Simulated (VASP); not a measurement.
SbAsSe4, 6 atoms in the cell. It takes space group P4/mmm (No. 123, tetragonal). Conventional cell: a = 4.664 Å, b = 4.664 Å, c = 8.023 Å, α = 90.00°, β = 90.00°, γ = 90.00°. Sb (site symmetry 4/mmm) has 16 Se at 3.73 to 4.64 Å and 4 Sb at 4.66 Å within 4.9 Å. As (site symmetry 4/mmm) has 6 Se at 2.26 to 2.33 Å within 3.0 Å. Se (site symmetry 4mm) has 1 As at 2.26 Å within 3.0 Å. Within 3.1 Å of Se (site symmetry mmm) lie 2 As at 2.33 Å. 

```yaml
Program: VASP 6.6.1
Task: relaxation of cell and atoms
Functional: PBEsol
Potentials_or_basis: VASP PAW PBE potentials, release 64 (Sb, As, Se)
Cutoff: 600 eV
k_mesh: 4 × 4 × 4
Occupations: fermi-dirac, width 0.03 eV
Spin: no spin polarisation
Dipole_correction: no
Further_INCAR_settings: ALGO = Normal; EDIFF = 1e-07; IBRION = 2; EDIFFG = -0.01; NSW = 100; ISIF = 3
```

Potentials or basis: VASP PAW PBE potentials, release 64 (Sb, As, Se).

The run is started by

```console
$ cat potpaw_PBE.64/Sb/POTCAR potpaw_PBE.64/As/POTCAR potpaw_PBE.64/Se/POTCAR > POTCAR
$ mpirun -np 1 vasp_std > vasp.out
```

Hardware: 1 thread of Intel(R) Xeon(R) 6975P-C (Granite Rapids) (shared host).

Problem. Estimate the wall time of this run.

Solution. It took 11 min on 1 thread of Intel(R) Xeon(R) 6975P-C (Granite Rapids), on a shared host, peak memory 0.38 GiB. Counts: scf iterations 197, k points 18, ion steps 19.
